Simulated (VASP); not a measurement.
Runs of VASP 6.6.1 on Rh. The structure is that of space group Fm-3m (No. 225), or close to it. The cells are those of the table. 

```tsv
cell	gap on the mesh (eV)	pressure (GPa)
a = 2.702 Å, angles 60.0°, 1 atom	none	1.8
a = 2.719 Å, angles 60.0°, 1 atom	none	(a)
a = 2.629 Å, angles 60.0°, 1 atom	none	28.7
a = 2.666 Å, angles 60.0°, 1 atom	none	13.7
a = 2.684 Å, angles 60.0°, 1 atom	none	(b)
```

Alike in all rows: task single point; level PBE; potentials or basis VASP PAW PBE potentials, release 64 (Rh_pv); no spin polarisation; k mesh 15 × 15 × 15; cutoff (eV) 520; smearing methfessel-paxton 0.05 eV.

Q: Estimate the missing entries.

A: (a) -3.1; (b) 7.4.

A k mesh can miss the band edges, and the runs leave out spin-orbit coupling on Rh.

A gap of «none» marks levels without a gap at the run's occupations.
